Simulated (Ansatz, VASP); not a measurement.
## One calculation of ZnAu, two programs

Contents of INCAR:

```
SYSTEM = ZnAu
  PREC = Accurate
  ENCUT = 520
  EDIFF = 1E-6
  ISMEAR = -1
  SIGMA = 0.05
  LREAL = .FALSE.
  LASPH = .TRUE.
  NELM = 150
  ALGO = Fast
  ISIF = 2
  LWAVE = .FALSE.
  LCHARG = .TRUE.
  LNONCOLLINEAR = .TRUE.
  MAGMOM = 0 0 0 0 0 0
  LORBIT = 11
  LSORBIT = .TRUE.
  GGA_COMPAT = .FALSE.
  LORBMOM = .TRUE.
  LMAXMIX = 4
  GGA = PE
  LVHAR = .TRUE.
  NBANDS = 35
```

Contents of KPOINTS:

```
regular mesh
0
G
  8 8 8
  0 0 0
```

File POSCAR:

```
ZnAu
1.0
    3.1470000000      0.0000000000      0.0000000000
    0.0000000000      3.1470000000      0.0000000000
    0.0000000000      0.0000000000      3.1470000000
Au Zn
1 1
Direct
    0.0000000000      0.0000000000      0.0000000000
    0.5000000000      0.5000000000      0.5000000000
```

input.yaml

```yaml
crystal:
  lattice:
    - [3.147, 0.0, 0.0]
    - [0.0, 3.147, 0.0]
    - [0.0, 0.0, 3.147]
  atoms:
    - { symbol: Au, position: [0.0, 0.0, 0.0] }
    - { symbol: Zn, position: [0.5, 0.5, 0.5] }
hamiltonian:
  xc: pbe
  pseudopotentials: { kind: paw_fr }
magnetization:
  noncollinear: true
  spin_orbit: true
kpoints:
  mp_grid: { grid: [8, 8, 8] }
  band_path:
    path:
      - [[0.0, 0.0, 0.0], [0.0, 0.5, 0.0], [0.5, 0.5, 0.0], [0.0, 0.0, 0.0], [0.5, 0.5, 0.5], [0.0, 0.5, 0.0]]
      - [[0.5, 0.5, 0.0], [0.5, 0.5, 0.5]]
    npoints: 14
scf:
  occupations: { method: fermi_dirac, width: 0.05 }
  n_extra_bands: 6
output:
  forces: true
  stress: true
  eigenvalues: true
  fatbands: false
```

Alike in both runs: functional PBE; k mesh 8 × 8 × 8; occupations fermi-dirac, width 0.05 eV; non-collinear spin, spin-orbit coupling.

|  | VASP | Ansatz |
| --- | --- | --- |
| version | VASP 6.6.1 | Ansatz 0.2.0 |
| potentials or method | VASP PAW PBE potentials, release 64 (Au, Zn) | Ansatz PAW |
| plane-wave cutoff (eV) | 520 | 420 |
| valence electrons in the cell | 23 | 31 |
| task | single point | band structure |

|  | VASP | Ansatz | Ansatz less VASP |
| --- | --- | --- | --- |
| pressure (GPa) | 4.8 | 4.3 | -0.47 |
| net moment per atom (μB) | 0.00 | 0.00 | 0.000 |

VASP's potentials hold 23 valence electrons a cell and Ansatz's 31, so a difference there can come from the potentials and not from the codes.
